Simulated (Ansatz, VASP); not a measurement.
## One calculation of Ga2S, two programs

```
Ga S
1.0
     1.92261    1.11002    6.04411
    -1.92261    1.11002    6.04411
     0.00000   -2.22004    6.04411
Ga S
2 1
Direct
  0.03508 0.03508 0.03508
  0.86678 0.86678 0.86678
  0.45095 0.45095 0.45095
```

Alike in both runs: functional PBE; k mesh 4 × 4 × 4; occupations gaussian, width 0.15 eV; no spin polarisation.

Ansatz relaxed the structure, and its values are those at the end. VASP's run is a single point on that final structure, the one shown.

```csv
,VASP,Ansatz
version,VASP 6.6.1,Ansatz 0.2.0
potentials or method,"VASP PAW PBE potentials, release 64 (Ga_d, S), cutoff 500 eV","scalar-relativistic, plane waves, PAW"
valence electrons in the cell,32,32
```

|  | VASP | Ansatz | Ansatz less VASP |
| --- | --- | --- | --- |
| gap on the k mesh at the Fermi level (eV) | none | none | - |
| pressure (GPa) | -0.1 | -0.1 | +0.01 |
| rms of the force components (eV/Å) | 0.007 | 0.012 | +0.0049 |

A gap of «none» marks a metal or a gap that the smearing closes.

The k mesh is coarse, so the values compare programs but aren't converged.
